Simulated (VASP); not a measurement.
Here is a VASP 6.6.1 calculation.

File INCAR:

```
  PREC = Accurate
  ENCUT = 520
  EDIFF = 1E-6
  ISMEAR = 0
  SIGMA = 0.02
  LREAL = False
  LASPH = True
  NELM = 80
  ALGO = Normal
  ISIF = 2
  LWAVE = False
  LCHARG = False
  GGA = CA
  NBANDS = 35
```

KPOINTS

```
regular mesh
0
Gamma
  9 9 2
```

POSCAR

```
WSe2
1.0
    3.2499286075      0.0000000000      0.0000000000
   -1.6249643037      2.8145207346      0.0000000000
    0.0000000000      0.0000000000     12.8204886744
W Se
2 4
Direct
    0.3333333333      0.6666666667      0.2500000000
    0.6666666667      0.3333333333      0.7500000000
    0.3333333333      0.6666666667      0.6199924677
    0.6666666667      0.3333333333      0.1199924677
    0.3333333333      0.6666666667      0.8800075323
    0.6666666667      0.3333333333      0.3800075323
```

Potentials or basis: VASP PAW LDA potentials, release 64 (W_sv, Se).

Run with:

```sh
$ cat potpaw_LDA.64/W_sv/POTCAR potpaw_LDA.64/Se/POTCAR > POTCAR
$ mpirun -np 1 vasp_std > vasp.out
```

Problem. Predict the band gap on the k mesh.

Solution. 0.98 eV, indirect (least direct gap 1.62 eV).

Problem. What does it give for the largest force?

Solution. 0.102 eV/Å.

Problem. Estimate the pressure.

Solution. 0.8 GPa.

Stress tensor (GPa, compression positive):
```
0.71 0.00 0.00
0.00 0.71 0.00
0.00 0.00 0.93
```

Caveat: spin-orbit coupling is left out, which moves the levels of the heavy elements. A k mesh can miss the band edges.
